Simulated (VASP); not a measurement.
# HfN (rocksalt type) (Fm-3m) in VASP: notebook, part 2 of 3

VASP 6.6.1. The steps go on from the part before.

## Step 3: Single point, r2SCAN (7.41 Å³/atom)

This run uses another cell than the first one, of 7.41 Å³/atom.

The input, POSCAR:

```
HfN
1.0
    0.0000000000      1.9499790461      1.9499790461
    1.9499790461      0.0000000000      1.9499790461
    1.9499790461      1.9499790461      0.0000000000
Hf N
1 1
Direct
    0.0000000000      0.0000000000      0.0000000000
    0.5000000000      0.5000000000      0.5000000000
```

The input, INCAR.step1:

```
SYSTEM = HfN
PREC = Accurate
ENCUT = 520
ISMEAR = -1
SIGMA = 0.1
LREAL = .FALSE.
LASPH = .TRUE.
NELM = 80
NBANDS = 14
GGA = PE
ALGO = Normal
EDIFF = 1E-4
LWAVE = .TRUE.
LCHARG = .FALSE.
```

The input, INCAR.step2:

```
SYSTEM = HfN
PREC = Accurate
ENCUT = 520
EDIFF = 1E-6
ISMEAR = -1
SIGMA = 0.1
LREAL = .FALSE.
LASPH = .TRUE.
NELM = 80
ALGO = Normal
ISIF = 2
LWAVE = .FALSE.
LCHARG = .FALSE.
METAGGA = R2SCAN
LMIXTAU = .TRUE.
NBANDS = 14
ISTART = 1
```

The input, KPOINTS:

```
Automatic mesh
0
G
  15 15 15
  0 0 0
```

Potentials or basis: VASP PAW PBE potentials, release 64 (Hf_pv, N).

Run with:

```
cat potpaw_PBE.64/Hf_pv/POTCAR potpaw_PBE.64/N/POTCAR > POTCAR
cp INCAR.step1 INCAR
mpirun -np 1 vasp_std > vasp.out
cp INCAR.step2 INCAR
mpirun -np 1 vasp_std > vasp.out
```

OUTCAR:

```text
SYSTEM = HfN
   PREC = Accurate
   ENCUT = 520
   EDIFF = 1E-6
   ISMEAR = -1
   LREAL = .FALSE.
   LASPH = .TRUE.
   NELM = 80
   ISIF = 2
   METAGGA = R2SCAN
   ISTART = 1

 ion  position               nearest neighbor table
   1  0.000  0.000  0.000-   2 1.95   2 1.95   2 1.95   2 1.95   2 1.95   2 1.95
   2  0.500  0.500  0.500-   1 1.95   1 1.95   1 1.95   1 1.95   1 1.95   1 1.95

  LATTYP: Found a face centered cubic cell.
 ALAT       =     3.8999580922

  Lattice vectors:

 A1 = (   0.0000000000,   1.9499790461,   1.9499790461)
 A2 = (   1.9499790461,   0.0000000000,   1.9499790461)
 A3 = (   1.9499790461,   1.9499790461,   0.0000000000)

Analysis of symmetry for initial positions (statically):
=====================================================================
 Subroutine PRICEL returns:
 Original cell was already a primitive cell.

 Routine SETGRP: Setting up the symmetry group for a
 face centered cubic supercell.

 Subroutine GETGRP returns: Found 48 space group operations
 (whereof 48 operations were pure point group operations)
 out of a pool of 48 trial point group operations.

The static configuration has the point symmetry O_h .

Analysis of symmetry for dynamics (positions and initial velocities):
=====================================================================
 Subroutine PRICEL returns:
 Original cell was already a primitive cell.

 Routine SETGRP: Setting up the symmetry group for a
 face centered cubic supercell.

 Subroutine GETGRP returns: Found 48 space group operations
 (whereof 48 operations were pure point group operations)
 out of a pool of 48 trial point group operations.

The dynamic configuration has the point symmetry O_h .

 Subroutine INISYM returns: Found 48 space group operations
 (whereof 48 operations are pure point group operations),
 and found     1 'primitive' translations

----------------------------------------------------------------------------------------

                                     Primitive cell

  volume of cell :      14.8293

  direct lattice vectors                    reciprocal lattice vectors
     0.000000000  1.949979046  1.949979046    -0.256413012  0.256413012  0.256413012
     1.949979046  0.000000000  1.949979046     0.256413012 -0.256413012  0.256413012
     1.949979046  1.949979046  0.000000000     0.256413012  0.256413012 -0.256413012

  length of vectors
     2.757686813  2.757686813  2.757686813     0.444120364  0.444120364  0.444120364

  position of ions in fractional coordinates (direct lattice)
     0.000000000  0.000000000  0.000000000
     0.500000000  0.500000000  0.500000000

  ion indices of the primitive-cell ions
   primitive index   ion index
                 1           1
                 2           2

----------------------------------------------------------------------------------------

 KPOINTS: Automatic mesh

Automatic generation of k-mesh.
 Grid dimensions read from file:
 generate k-points for:   15   15   15

 Generating k-lattice:

  Cartesian coordinates                     Fractional coordinates (reciprocal lattice)
[... 41 lines left out ...]
 [... further k-points ...]
   k-points           NKPTS =    120   k-points in BZ     NKDIM =    120   number of bands    NBANDS=     14
   number of dos      NEDOS =    301   number of ions     NIONS =      2
   total plane-waves  NPLWV =  13824
   dimension x,y,z NGX =    24 NGY =   24 NGZ =   24
   dimension x,y,z NGXF=    48 NGYF=   48 NGZF=   48
   ions per type =               1   1
   NGX,Y,Z   is equivalent  to a cutoff of  14.47, 14.47, 14.47 a.u.
   NGXF,Y,Z  is equivalent  to a cutoff of  28.94, 28.94, 28.94 a.u.
 SYSTEM =  HfN
   PREC   = accura    normal or accurate (medium, high low for compatibility)
   ISTART =      1    job   : 0-new  1-cont  2-samecut
   ICHARG =      0    charge: 1-file 2-atom 10-const
   ISPIN  =      1    spin polarized calculation?
   LNONCOLLINEAR =      F non collinear calculations
   LSORBIT =      F    spin-orbit coupling
   LASPH  =      T    aspherical Exc in radial PAW
   ENCUT  =  520.0 eV  38.22 Ry    6.18 a.u.   5.13  5.13  5.13*2*pi/ulx,y,z
   NELM   =     80;   NELMIN=  2; NELMDL=  0     # of ELM steps
   EDIFF  = 0.1E-05   stopping-criterion for ELM
   LREAL  =      F    real-space projection
   EDIFFG = 0.1E-04   stopping-criterion for IOM
   NSW    =      0    number of steps for IOM
   IBRION =     -1    ionic relax: 0-MD 1-quasi-New 2-CG
   NFREE  =      0    steps in history (QN), initial steepest desc. (CG)
   ISIF   =      2    stress and relaxation
   ISYM   =      2    0-nonsym 1-usesym 2-fastsym
   POTIM  = 0.5000    time-step for ionic-motion
   TEBEG  =    0.0;   TEEND  =   0.0 temperature during run
   PSTRESS=    0.0 pullay stress
   NELECT =      15.0000    total number of electrons
   NUPDOWN=      -1.0000    fix difference up-down
   EMIN   =  10.00;   EMAX   =-10.00  energy-range for DOS
   EFERMI =   0.00;   METHOD = LEGACY
   ISMEAR =    -1;   SIGMA  =   0.10  broadening in eV -4-tet -1-fermi 0-gaus
   EFERMI_NEDOS =   21; number of points for ismear=-14 and -15
   IALGO  =     38    algorithm
   IMIX   =      4    mixing-type and parameters
     AMIX     =   0.40;   BMIX     =  1.00
     AMIX_MAG =   1.60;   BMIX_MAG =  1.00
  volume/ion in A,a.u.               =       7.41        50.04
  Fermi-wavevector in a.u.,A,eV,Ry     =   1.643357  3.105495 36.744205  2.700623
  Thomas-Fermi vector in A             =   2.733505
   LORBIT       =      0    0 simple, 1 ext, 2 COOP (PROOUT), +10 PAW based schemes
   METAGGA = R2SCAN    functional components
   LHFCALC =     F    Hartree Fock is set to
   AEXX    =    0.0000 exact exchange contribution
   IVDW    =     0    specifies the selected vdW correction
   LEPSILON=     F    determine dielectric tensor
   LRPA    =     F    only Hartree local field effects (RPA)
 non-spin polarized calculation
  energy-cutoff  :      520.00
  volume of cell :       14.83
 maximum number of plane-waves:       415
 NGX is ok and might be reduce to    24
   NGX = 11   NGY = 11   NGZ = 11

 number of electron      15.0000000 magnetization

 Free energy of the ion-electron system (eV)
  ---------------------------------------------------
  ext. energy  EPLUGINS =         0.00000000
  ---------------------------------------------------
  free energy    TOTEN  =       -52.67491795 eV

  energy without entropy =      -52.66351223  energy(sigma->0) =      -52.66921509

 E-fermi :  12.8865     XC(G=0): -16.3827

 val. band max:       12.8681162734   @ k =   0.1333   0.0000   0.0000
 cond. band min:      12.9011001767   @ k =  -0.1333   0.0667   0.0000
 fundamental gap:      0.0329839033
 Fermi energy:        12.8865253334

 k-point     1 :       0.0000    0.0000    0.0000
  band No.  band energies     occupation
      1     -17.7362      2.00000
      2     -17.7362      2.00000
      3     -17.7362      2.00000
      4      -8.0764      2.00000
      5       9.2078      2.00000
      6       9.2078      2.00000
      7       9.2078      2.00000
      8      12.0935      1.99928
      9      12.0935      1.99928
     10      12.0935      1.99928
     11      16.1086      0.00000
     12      16.1086      0.00000
     13      20.7014      0.00000
     14      24.2625      0.00000
[... 377 lines left out ...]
      1     -19.1588      2.00000
      2     -18.0665      2.00000
      3     -18.0196      2.00000
      4      -6.0519      2.00000
      5       4.6133      2.00000
      6       7.8390      2.00000
      7       8.0083      2.00000
      8      10.5458      2.00000
      9      15.5089      0.00000
     10      15.5332      0.00000
     11      17.5500      0.00000
     12      20.3297      0.00000
     13      24.4676      0.00000
     14      26.1897      0.00000

 [... further k-points ...]

------------------------ aborting loop because EDIFF is reached ----------------------------------------

  FORCE on cell =-STRESS in cart. coord.  units (eV):
  Direction    XX          YY          ZZ          XY          YZ          ZX
  --------------------------------------------------------------------------------------
  -------------------------------------------------------------------------------------
  Total       29.6970435     29.6970435     29.6970435      0.0000000     -0.0000000      0.0000000
  in kB     3208.5142177   3208.5142177   3208.5142177      0.0000000     -0.0000000      0.0000000
  external PRESSURE =    3208.5142177 kB  Pullay stress =       0.0000000 kB

 VOLUME and BASIS-vectors are now :
 -----------------------------------------------------------------------------
  energy-cutoff  :      520.00
  volume of cell :       14.83
      direct lattice vectors                 reciprocal lattice vectors
     0.000000000  1.949979046  1.949979046    -0.256413012  0.256413012  0.256413012
     1.949979046  0.000000000  1.949979046     0.256413012 -0.256413012  0.256413012
     1.949979046  1.949979046  0.000000000     0.256413012  0.256413012 -0.256413012

 POSITION                                       TOTAL-FORCE (eV/Angst)
 -----------------------------------------------------------------------------------
      0.00000      0.00000      0.00000        -0.000000      0.000000      0.000000
      1.94998      1.94998      1.94998         0.000000     -0.000000      0.000000
 -----------------------------------------------------------------------------------
    total drift:                                0.000000     -0.000000     -0.000000

  FREE ENERGIE OF THE ION-ELECTRON SYSTEM (eV)
  ---------------------------------------------------
  free  energy   TOTEN  =       -52.6749179532 eV

  energy  without entropy=      -52.6635122281  energy(sigma->0) =      -52.66921509
```

OSZICAR.step1:

```text
N       E                     dE             d eps       ncg     rms          rms(c)
DAV:   1     0.474302612458E+02    0.47430E+02   -0.79800E+03  3368   0.107E+03
DAV:   2    -0.180559233976E+02   -0.65486E+02   -0.61437E+02  4082   0.263E+02
DAV:   3    -0.195452484252E+02   -0.14893E+01   -0.14858E+01  3954   0.331E+01
DAV:   4    -0.195475063293E+02   -0.22579E-02   -0.22575E-02  4050   0.149E+00
DAV:   5    -0.195475105625E+02   -0.42332E-05   -0.42319E-05  3210   0.573E-02    0.121E+02
DAV:   6    -0.160507065844E+02    0.34968E+01   -0.80307E+00  3942   0.267E+01    0.903E+01
DAV:   7    -0.160382913438E+02    0.12415E-01   -0.52178E-01  4110   0.596E+00    0.262E+01
DAV:   8    -0.160283900519E+02    0.99013E-02   -0.26566E-02  3912   0.145E+00    0.171E+00
DAV:   9    -0.160279076227E+02    0.48243E-03   -0.26906E-03  3816   0.521E-01    0.511E-01
DAV:  10    -0.160278726409E+02    0.34982E-04   -0.13967E-04  2140   0.116E-01
   1 F= -.16027873E+02 E0= -.16022099E+02  d E =-.115469E-01
```

Run time: 3 min. Hardware: 1 thread of Intel Xeon 8259CL, shared host; peak memory 0.17 GiB.

Results:

* Free energy: -52.6749 eV
* Pressure: 320.9 GPa
* Band gap on the k mesh: zero (an odd number of electrons rules out a gap without spin polarisation)

Levels at points of the mesh, in eV from the Fermi level:
| k point | band 6 | band 7 | band 8 | band 9 | band 10 | band 11 |
| --- | --- | --- | --- | --- | --- | --- |
| (0.00, 0.00, 0.00) | -3.68 | -3.68 | -0.79 | -0.79 | -0.79 | 3.22 |

Caveat: the cell stands under pressure; the PAW data sets were made with another functional, which shifts forces and pressure a little; spin-orbit coupling is left out, which moves the levels of the heavy elements.

## Step 4: Single point, r2SCAN (8.34 Å³/atom)

This run uses another cell than the first one, of 8.34 Å³/atom.

The input, POSCAR:

```
HfN
1.0
    0.0000000000      2.0280599346      2.0280599346
    2.0280599346      0.0000000000      2.0280599346
    2.0280599346      2.0280599346      0.0000000000
Hf N
1 1
Direct
    0.0000000000      0.0000000000      0.0000000000
    0.5000000000      0.5000000000      0.5000000000
```

The input, INCAR.step1:

```
PREC     = Accurate       # precision mode
ENCUT    = 520            # plane-wave cutoff, eV
ISMEAR   = -1             # smearing method
SIGMA    = 0.1            # smearing width, eV
LREAL    = F              # projectors in reciprocal space
LASPH    = T              # aspherical terms in the spheres
NELM     = 60             # most SCF steps
NBANDS   = 14             # bands
GGA      = PE             # functional
ALGO     = Normal         # electronic algorithm
EDIFF    = 1E-4           # SCF threshold, eV
LWAVE    = T              # write WAVECAR
LCHARG   = F              # write CHGCAR
```

The input, INCAR.step2:

```
PREC     = Accurate       # precision mode
ENCUT    = 520            # plane-wave cutoff, eV
EDIFF    = 1E-6           # SCF threshold, eV
ISMEAR   = -1             # smearing method
SIGMA    = 0.1            # smearing width, eV
LREAL    = F              # projectors in reciprocal space
LASPH    = T              # aspherical terms in the spheres
NELM     = 60             # most SCF steps
ALGO     = Normal         # electronic algorithm
ISIF     = 2              # what is computed and relaxed
LWAVE    = F              # write WAVECAR
LCHARG   = F              # write CHGCAR
METAGGA  = R2SCAN         # meta-GGA
LMIXTAU  = T            
NBANDS   = 14             # bands
ISTART   = 1
```

The input, KPOINTS:

```
regular mesh
0
Gamma
  15 15 15
```

Run with:

```
cat potpaw_PBE.64/Hf_pv/POTCAR potpaw_PBE.64/N/POTCAR > POTCAR
cp INCAR.step1 INCAR
mpirun -np 1 vasp_std > vasp.out
cp INCAR.step2 INCAR
mpirun -np 1 vasp_std > vasp.out
```

Run time: 3 min. Hardware: 1 thread of Intel Xeon 8259CL, shared host; peak memory 0.17 GiB.

It converged, with:

```yaml
Free_energy: -55.5275 eV
Pressure: 182.9 GPa
Band_gap_on_the_k_mesh: zero (an odd number of electrons rules out a gap without spin polarisation)
```

Levels at points of the mesh, in eV from the Fermi level:
```tsv
k point	band 6	band 7	band 8	band 9	band 10	band 11
(0.00, 0.00, 0.00)	-3.69	-3.69	-0.62	-0.62	-0.62	2.86
```

Caveat: the cell stands under pressure; the PAW data sets were made with another functional, which shifts forces and pressure a little; spin-orbit coupling is left out, which moves the levels of the heavy elements.

(Continued in part 3 of 3.)

The gap in the log of VASP goes by the Fermi energy; the results here count the filled bands.